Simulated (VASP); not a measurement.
# Rh (I4/mmm) in VASP: further runs

Rh is run at these levels: PBE; tasks: single point.

Program: VASP 6.6.1. These are calculated values, not measurements. Logs are shortened: lines on timing, memory, paths and dates and some standing lists are left out, and cuts for length are marked.

## Step 1: The cell of the first run

Symmetry: I4/mmm, No. 139, tetragonal system. Conventional cell: a = 2.708 Å, b = 2.708 Å, c = 3.447 Å, α = 90.00°, β = 90.00°, γ = 90.00°. Rh (site symmetry 4/mmm) has 14 Rh at 2.58 to 3.45 Å within 3.5 Å.

## Step 2: Single point, PBE (strain -0.1000 x Voigt [0, 1, 0, 0, 0, 0])

INCAR

```
ALGO = Fast ; EDIFF = 1E-6
ENCUT = 520 ; GGA = PE
ISIF = 2 ; ISMEAR = 0
LASPH = True ; LCHARG = False
LREAL = False ; LWAVE = False
NBANDS = 14 ; NELM = 60
PREC = Accurate ; SIGMA = 0.15
```

KPOINTS

```
k-points
0
Gamma
  26 26 26
```

POSCAR

```
Rh
1.0
    0.0000000000      1.7234688704      1.9149654115
    1.9149654115      0.0000000000      1.9149654115
    1.9149654115      1.7234688704      0.0000000000
Rh
1
Direct
    0.0000000000      0.0000000000      0.0000000000
```

Potentials or basis: VASP PAW PBE potentials, release 64 (Rh_pv).

Command:

```console
$ cat potpaw_PBE.64/Rh_pv/POTCAR > POTCAR
$ mpirun -np 1 vasp_std > vasp.out
```

OUTCAR:

```text
EDIFF = 1E-6
   ENCUT = 520
   GGA = PE
   ISIF = 2
   ISMEAR = 0
   LASPH = True
   LREAL = False
   NELM = 60
   PREC = Accurate

 ion  position               nearest neighbor table
   1  0.000  0.000  0.000-

  LATTYP: Found a body centered tetragonal cell.
 ALAT       =     2.7081700564
 C/A-ratio  =     1.2727922062

  Lattice vectors:

 A1 = (   0.0000000000,  -1.7234688704,   1.9149654115)
 A2 = (   0.0000000000,  -1.7234688704,  -1.9149654115)
 A3 = (   1.9149654115,   1.7234688704,   0.0000000000)

Analysis of symmetry for initial positions (statically):
=====================================================================
 Subroutine PRICEL returns:
 Original cell was already a primitive cell.

 Routine SETGRP: Setting up the symmetry group for a
 body centered tetragonal supercell.

 Subroutine GETGRP returns: Found 16 space group operations
 (whereof 16 operations were pure point group operations)
 out of a pool of 16 trial point group operations.

The static configuration has the point symmetry D_4h.

Analysis of symmetry for dynamics (positions and initial velocities):
=====================================================================
 Subroutine PRICEL returns:
 Original cell was already a primitive cell.

 Routine SETGRP: Setting up the symmetry group for a
 body centered tetragonal supercell.

 Subroutine GETGRP returns: Found 16 space group operations
 (whereof 16 operations were pure point group operations)
 out of a pool of 16 trial point group operations.

The dynamic configuration has the point symmetry D_4h.

 Subroutine INISYM returns: Found 16 space group operations
 (whereof 16 operations are pure point group operations),
 and found     1 'primitive' translations

----------------------------------------------------------------------------------------

                                     Primitive cell

  volume of cell :      12.6402

  direct lattice vectors                    reciprocal lattice vectors
     0.000000000  1.723468870  1.914965412    -0.261101322  0.290112580  0.261101322
     1.914965412  0.000000000  1.914965412     0.261101322 -0.290112580  0.261101322
     1.914965412  1.723468870  0.000000000     0.261101322  0.290112580 -0.261101322

  length of vectors
     2.576322471  2.708170056  2.576322471     0.469588234  0.469588234  0.469588234

  position of ions in fractional coordinates (direct lattice)
     0.000000000  0.000000000  0.000000000

  ion indices of the primitive-cell ions
   primitive index   ion index
                 1           1

----------------------------------------------------------------------------------------

 KPOINTS: k-points

Automatic generation of k-mesh.
 Grid dimensions read from file:
 generate k-points for:   26   26   26

 Generating k-lattice:

  Cartesian coordinates                     Fractional coordinates (reciprocal lattice)
    -0.010042359  0.011158176  0.010042359     0.038461538  0.000000000  0.000000000
     0.010042359 -0.011158176  0.010042359    -0.000000000  0.038461538 -0.000000000
     0.010042359  0.011158176 -0.010042359     0.000000000  0.000000000  0.038461538

  Length of vectors
     0.018061086  0.018061086  0.018061086

  Shift w.r.t. Gamma in fractional coordinates (k-lattice)
     0.000000000  0.000000000  0.000000000

 Subroutine IBZKPT returns following result:
 ===========================================

 Found   1330 irreducible k-points:

 Following reciprocal coordinates:
            Coordinates               Weight
  0.000000  0.000000  0.000000      1.000000
  0.038462  0.000000  0.000000      8.000000
  0.076923  0.000000  0.000000      8.000000
  0.115385  0.000000  0.000000      8.000000
  0.153846  0.000000 -0.000000      8.000000
  0.192308  0.000000 -0.000000      8.000000
[... 16 lines left out ...]
  0.346154  0.038462  0.000000     16.000000
  0.384615  0.038462 -0.000000     16.000000
 [... further k-points ...]
   k-points           NKPTS =   1330   k-points in BZ     NKDIM =   1330   number of bands    NBANDS=     14
   number of dos      NEDOS =    301   number of ions     NIONS =      1
   total plane-waves  NPLWV =   8000
   dimension x,y,z NGX =    20 NGY =   20 NGZ =   20
   dimension x,y,z NGXF=    40 NGYF=   40 NGZF=   40
   ions per type =               1
   NGX,Y,Z   is equivalent  to a cutoff of  12.91, 12.28, 12.91 a.u.
   NGXF,Y,Z  is equivalent  to a cutoff of  25.81, 24.55, 25.81 a.u.
 SYSTEM =  unknown system
   PREC   = accura    normal or accurate (medium, high low for compatibility)
   ISTART =      0    job   : 0-new  1-cont  2-samecut
   ICHARG =      2    charge: 1-file 2-atom 10-const
   ISPIN  =      1    spin polarized calculation?
   LNONCOLLINEAR =      F non collinear calculations
   LSORBIT =      F    spin-orbit coupling
   LASPH  =      T    aspherical Exc in radial PAW
   ENCUT  =  520.0 eV  38.22 Ry    6.18 a.u.   4.79  5.04  4.79*2*pi/ulx,y,z
   NELM   =     60;   NELMIN=  2; NELMDL= -5     # of ELM steps
   EDIFF  = 0.1E-05   stopping-criterion for ELM
   LREAL  =      F    real-space projection
[... 7 lines left out ...]
   TEBEG  =    0.0;   TEEND  =   0.0 temperature during run
   PSTRESS=    0.0 pullay stress
   NELECT =      15.0000    total number of electrons
   NUPDOWN=      -1.0000    fix difference up-down
   EMIN   =  10.00;   EMAX   =-10.00  energy-range for DOS
   EFERMI =   0.00;   METHOD = LEGACY
   ISMEAR =     0;   SIGMA  =   0.15  broadening in eV -4-tet -1-fermi 0-gaus
   EFERMI_NEDOS =   21; number of points for ismear=-14 and -15
   IALGO  =     68    algorithm
   IMIX   =      4    mixing-type and parameters
     AMIX     =   0.40;   BMIX     =  1.00
     AMIX_MAG =   1.60;   BMIX_MAG =  1.00
  volume/ion in A,a.u.               =      12.64        85.30
  Fermi-wavevector in a.u.,A,eV,Ry     =   1.733219  3.275309 40.872563  3.004049
  Thomas-Fermi vector in A             =   2.807247
   LORBIT       =      0    0 simple, 1 ext, 2 COOP (PROOUT), +10 PAW based schemes
   GGA     = PE    functional components
   LHFCALC =     F    Hartree Fock is set to
   AEXX    =    0.0000 exact exchange contribution
   IVDW    =     0    specifies the selected vdW correction
   LEPSILON=     F    determine dielectric tensor
   LRPA    =     F    only Hartree local field effects (RPA)
 non-spin polarized calculation
 RMM-DIIS sequential band-by-band and
 Gauss-broadening in eV      SIGMA  =   0.15
  energy-cutoff  :      520.00
  volume of cell :       12.64
 maximum number of plane-waves:       352
   NGX =  9   NGY =  9   NGZ =  9

 number of electron      14.9999995 magnetization

 Free energy of the ion-electron system (eV)
  ---------------------------------------------------
  ext. energy  EPLUGINS =         0.00000000
  ---------------------------------------------------
  free energy    TOTEN  =        -7.04178956 eV

  energy without entropy =       -7.02784175  energy(sigma->0) =       -7.03481565

 E-fermi :  13.4907     XC(G=0): -14.5778

 val. band max:       13.4897935615   @ k =  -0.3846   0.1538   0.0000
 cond. band min:      13.4916728476   @ k =   0.3462   0.3462   0.0000
 fundamental gap:      0.0018792861
 Fermi energy:        13.4907144394

 k-point     1 :       0.0000    0.0000    0.0000
  band No.  band energies     occupation
      1     -33.0088      2.00000
      2     -33.0088      2.00000
      3     -32.9420      2.00000
      4       4.9303      2.00000
      5       9.7078      2.00000
      6       9.7078      2.00000
      7      10.8571      2.00000
      8      11.6055      2.00000
      9      13.0183      1.99999
     10      29.6278      0.00000
     11      33.8498      0.00000
     12      34.1560      0.00000
     13      34.1560      0.00000
     14      38.1661      0.00000

 k-point     2 :       0.0385    0.0000    0.0000
  band No.  band energies     occupation
      1     -33.0186      2.00000
      2     -33.0118      2.00000
      3     -32.9481      2.00000
      4       4.9960      2.00000
      5       9.7044      2.00000
      6       9.7337      2.00000
      7      10.8530      2.00000
      8      11.5991      2.00000
      9      12.9952      2.00000
     10      29.7283      0.00000
     11      33.8490      0.00000
     12      34.0441      0.00000
     13      34.2548      0.00000
     14      37.9135      0.00000

 k-point     3 :       0.0769    0.0000    0.0000
  band No.  band energies     occupation
      1     -33.0535      2.00000
      2     -33.0207      2.00000
      3     -32.9598      2.00000
      4       5.1886      2.00000
      5       9.6891      2.00000
      6       9.8036      2.00000
      7      10.8503      2.00000
      8      11.5888      2.00000
      9      12.9310      2.00000
     10      30.0150      0.00000
     11      33.6416      0.00000
     12      33.8516      0.00000
     13      34.5476      0.00000
     14      37.6042      0.00000

 k-point     4 :       0.1154    0.0000    0.0000
  band No.  band energies     occupation
      1     -33.1179      2.00000
      2     -33.0349      2.00000
      3     -32.9698      2.00000
      4       5.4936      2.00000
      5       9.6555      2.00000
      6       9.8925      2.00000
      7      10.8690      2.00000
      8      11.6026      2.00000
      9      12.8419      2.00000
     10      30.4418      0.00000
     11      32.9173      0.00000
     12      33.8503      0.00000
     13      35.0234      0.00000
     14      37.6556      0.00000

 k-point     5 :       0.1538    0.0000   -0.0000
  band No.  band energies     occupation
      1     -33.2067      2.00000
      2     -33.0535      2.00000
      3     -32.9781      2.00000
      4       5.8812      2.00000
      5       9.6170      2.00000
      6       9.9598      2.00000
      7      10.9184      2.00000
      8      11.6848      2.00000
      9      12.7533      2.00000
     10      30.9230      0.00000
     11      31.9768      0.00000
     12      33.8501      0.00000
     13      35.6645      0.00000
     14      38.0622      0.00000

 k-point     6 :       0.1923    0.0000   -0.0000
  band No.  band energies     occupation
      1     -33.3127      2.00000
      2     -33.0755      2.00000
      3     -32.9862      2.00000
      4       6.2971      2.00000
      5       9.6280      2.00000
      6       9.9671      2.00000
      7      10.9813      2.00000
      8      11.8759      2.00000
      9      12.6999      2.00000
     10      30.9398      0.00000
     11      31.3226      0.00000
     12      33.8500      0.00000
     13      36.4467      0.00000
     14      38.6843      0.00000

 k-point     7 :       0.2308    0.0000    0.0000
  band No.  band energies     occupation
      1     -33.4285      2.00000
      2     -33.0995      2.00000
      3     -32.9941      2.00000
      4       6.6558      2.00000
      5       9.7828      2.00000
      6       9.9063      2.00000
      7      11.0225      2.00000
      8      12.1831      2.00000
      9      12.7186      2.00000
     10      29.8681      0.00000
     11      31.4552      0.00000
     12      33.8501      0.00000
     13      37.3368      0.00000
     14      39.3242      0.00000
[... 205 lines left out ...]
 k-point    20 :       0.2308    0.0385   -0.0000
  band No.  band energies     occupation
      1     -33.3870      2.00000
      2     -33.0894      2.00000
      3     -32.9999      2.00000
      4       6.5832      2.00000
      5       9.5637      2.00000
      6       9.9987      2.00000
      7      11.0592      2.00000
      8      11.9717      2.00000
      9      12.8248      2.00000
     10      30.3362      0.00000
     11      31.5389      0.00000
     12      33.8498      0.00000
     13      36.8188      0.00000
     14      39.1176      0.00000

 k-point    21 :       0.2692    0.0385    0.0000
  band No.  band energies     occupation
      1     -33.5031      2.00000
      2     -33.1143      2.00000
      3     -33.0087      2.00000
      4       6.8592      2.00000
      5       9.7673      2.00000
      6       9.9740      2.00000
      7      11.0426      2.00000
      8      12.3576      2.00000
      9      12.9349      2.00000
     10      29.2530      0.00000
     11      31.4199      0.00000
     12      33.8501      0.00000
     13      37.5861      0.00000
     14      39.4372      0.00000

 k-point    22 :       0.3077    0.0385   -0.0000
  band No.  band energies     occupation
      1     -33.6175      2.00000
      2     -33.1393      2.00000
      3     -33.0166      2.00000
      4       6.9717      2.00000
      5       9.7097      2.00000
      6      10.4239      2.00000
      7      10.9923      2.00000
      8      12.8096      2.00000
      9      13.1259      1.99942
     10      28.1135      0.00000
     11      30.9624      0.00000
     12      33.8502      0.00000
     13      38.1389      0.00000
     14      38.8724      0.00000

 k-point    23 :       0.3462    0.0385    0.0000
  band No.  band energies     occupation
      1     -33.7237      2.00000
      2     -33.1628      2.00000
      3     -33.0235      2.00000
      4       6.9593      2.00000
      5       9.5795      2.00000
      6      10.8660      2.00000
      7      11.1850      2.00000
      8      13.2426      1.98068
      9      13.4190      1.50131
     10      26.9193      0.00000
     11      30.3600      0.00000
     12      33.8503      0.00000
     13      37.5855      0.00000
     14      38.3386      0.00000

 k-point    24 :       0.3846    0.0385   -0.0000
  band No.  band energies     occupation
      1     -33.8158      2.00000
      2     -33.1836      2.00000
      3     -33.0290      2.00000
      4       6.8880      2.00000
      5       9.4585      2.00000
      6      10.8046      2.00000
      7      11.9574      2.00000
      8      13.5260      0.73963
      9      13.8820      0.00023
     10      25.7109      0.00000
     11      29.7887      0.00000
     12      33.8504      0.00000
     13      36.5678      0.00000
     14      37.7661      0.00000

 [... further k-points ...]
[... 5 lines left out ...]
  --------------------------------------------------------------------------------------
  -------------------------------------------------------------------------------------
  Total        2.2248539      4.3935533      2.2248539      0.0000000      0.0000000      0.0000000
  in kB      282.0049781    556.8922486    282.0049781      0.0000000      0.0000000      0.0000000
  external PRESSURE =     373.6340683 kB  Pullay stress =       0.0000000 kB

 VOLUME and BASIS-vectors are now :
 -----------------------------------------------------------------------------
  energy-cutoff  :      520.00
  volume of cell :       12.64
      direct lattice vectors                 reciprocal lattice vectors
     0.000000000  1.723468870  1.914965412    -0.261101322  0.290112580  0.261101322
     1.914965412  0.000000000  1.914965412     0.261101322 -0.290112580  0.261101322
     1.914965412  1.723468870  0.000000000     0.261101322  0.290112580 -0.261101322

 POSITION                                       TOTAL-FORCE (eV/Angst)
 -----------------------------------------------------------------------------------
      0.00000      0.00000      0.00000         0.000000      0.000000      0.000000
 -----------------------------------------------------------------------------------
    total drift:                                0.000000     -0.000000      0.000000

  FREE ENERGIE OF THE ION-ELECTRON SYSTEM (eV)
  ---------------------------------------------------
  free  energy   TOTEN  =        -7.0417895568 eV

  energy  without entropy=       -7.0278417500  energy(sigma->0) =       -7.03481565
```

Wall time 3.1 min (1 thread of Intel Xeon Platinum 8259CL at 2.50GHz (Skylake/Cascade Lake), shared host); peak memory 0.31 GiB.

What came out:

```
Free energy            : -7.0418 eV
Pressure               : 37.4 GPa
Band gap on the k mesh : zero (an odd number of electrons rules out a gap without spin polarisation)
```

Caveat: the cell differs from its parent crystal (strain -0.1000 x Voigt [0, 1, 0, 0, 0, 0]); the cell stands under pressure.

## Step 3: Single point, PBE (strain -0.0750 x Voigt [0, 1, 0, 0, 0, 0])

INCAR

```
SYSTEM = Rh
PREC = Accurate
ENCUT = 520
EDIFF = 1E-7
ISMEAR = 0
SIGMA = 0.15
LREAL = .FALSE.
LASPH = .TRUE.
NELM = 100
ALGO = Fast
ISIF = 2
LWAVE = .FALSE.
LCHARG = .FALSE.
GGA = PE
NBANDS = 14
```

KPOINTS

```
Automatic mesh
0
G
  26 26 26
  0 0 0
```

POSCAR

```
Rh
1.0
    0.0000000000      1.7713430056      1.9149654115
    1.9149654115      0.0000000000      1.9149654115
    1.9149654115      1.7713430056      0.0000000000
Rh
1
Direct
    0.0000000000      0.0000000000      0.0000000000
```

Potentials or basis: VASP PAW PBE potentials, release 64 (Rh_pv).

Command:

```console
$ cat potpaw_PBE.64/Rh_pv/POTCAR > POTCAR
$ mpirun -np 1 vasp_std > vasp.out
```

Wall time 3.7 min (1 thread of Intel Xeon Platinum 8259CL at 2.50GHz (Skylake/Cascade Lake), shared host); peak memory 0.32 GiB.

Results (log left out):

```yaml
Free_energy: -7.1456 eV
Pressure: 25.7 GPa
Band_gap_on_the_k_mesh: zero (an odd number of electrons rules out a gap without spin polarisation)
```

Stress tensor (GPa, compression positive):
```
18.96  0.00  0.00
 0.00 39.04  0.00
 0.00  0.00 18.96
```

Levels at points of the mesh, in eV from the Fermi level:
| k point | band 5 | band 6 | band 7 | band 8 | band 9 | band 10 |
| --- | --- | --- | --- | --- | --- | --- |
| (0.00, 0.00, 0.00) | -3.58 | -3.58 | -2.74 | -1.62 | -0.59 | 16.07 |
| (0.50, 0.00, 0.00) | -3.90 | -2.92 | 0.40 | 0.71 | 0.90 | 9.31 |
| (0.50, 0.50, 0.00) | -6.38 | 0.57 | 0.70 | 1.43 | 2.80 | 12.30 |
| (0.50, 0.00, 0.50) | -6.53 | 0.60 | 1.15 | 1.15 | 4.59 | 12.73 |

Caveat: the cell differs from its parent crystal (strain -0.0750 x Voigt [0, 1, 0, 0, 0, 0]); the cell stands under pressure.
